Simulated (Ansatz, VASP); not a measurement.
**Sb: VASP beside Ansatz**

Contents of INCAR:

```
PREC = Accurate
ENCUT = 520
EDIFF = 1E-7
ISMEAR = -1
SIGMA = 0.05
LREAL = False
LASPH = True
NELM = 100
ALGO = Normal
ISIF = 2
LWAVE = False
LCHARG = False
GGA = PS
NBANDS = 8
```

Contents of KPOINTS:

```
Automatic mesh
0
Gamma
  19 19 19
```

POSCAR

```
Sb
1.0
   -1.5248049028      1.5248049028      2.5126353215
    1.5248049028     -1.5248049028      2.5126353215
    1.5248049028      1.5248049028     -2.5126353215
Sb
1
Direct
    0.0000000000      0.0000000000      0.0000000000
```

Input for Ansatz:

```yaml
crystal:
  lattice:
    - [-1.5248049028, 1.5248049028, 2.5126353215]
    - [1.5248049028, -1.5248049028, 2.5126353215]
    - [1.5248049028, 1.5248049028, -2.5126353215]
  atoms:
    - { symbol: Sb, position: [0.0, 0.0, 0.0] }
kpoints:
  mp_grid: { grid: [19, 19, 19] }
  band_path:
    path:
      - [0.0, 0.0, 0.0]
      - [0.0, 0.0, 0.5]
      - [0.25, 0.25, 0.25]
      - [0.0, 0.5, 0.0]
      - [0.0, 0.0, 0.0]
      - [0.5, 0.5, -0.5]
      - [0.3420681988, 0.6579318012, -0.3420681988]
      - [-0.3420681988, 0.3420681988, 0.3420681988]
      - [0.0, 0.0, 0.0]
    npoints: 5
scf:
  occupations: { method: fermi_dirac, width: 0.05 }
hamiltonian:
  xc: pbesol
  pseudopotentials: { kind: all_electron, lapw: { basis_error: 0.00025 } }
output:
  forces: true
  stress: true
  eigenvalues: true
```

Change from the starting cell: volume scaled by 1.04.

Alike in both runs: task single point; functional PBEsol; k mesh 19 × 19 × 19; occupations fermi-dirac, width 0.05 eV; no spin polarisation.

|  | VASP | Ansatz |
| --- | --- | --- |
| version | VASP 6.6.1 | Ansatz 0.2.0 |
| potentials or method | VASP PAW PBE potentials, release 64 (Sb), cutoff 520 eV | all-electron LAPW, scalar-relativistic |

Ansatz gave:

| Property | Result |
| --- | --- |
| pressure (GPa) | 10.4 |
| traceless stress, the component that is largest in VASP (GPa) | -0.84 |

Estimate VASP's values.

pressure (GPa): 10.5; traceless stress, the component that is largest in VASP (GPa): -0.93.

VASP's potentials were made for PBE, not for PBEsol. Ansatz ran all-electron here, and VASP with PAW potentials.

Neither program's run includes spin-orbit coupling.
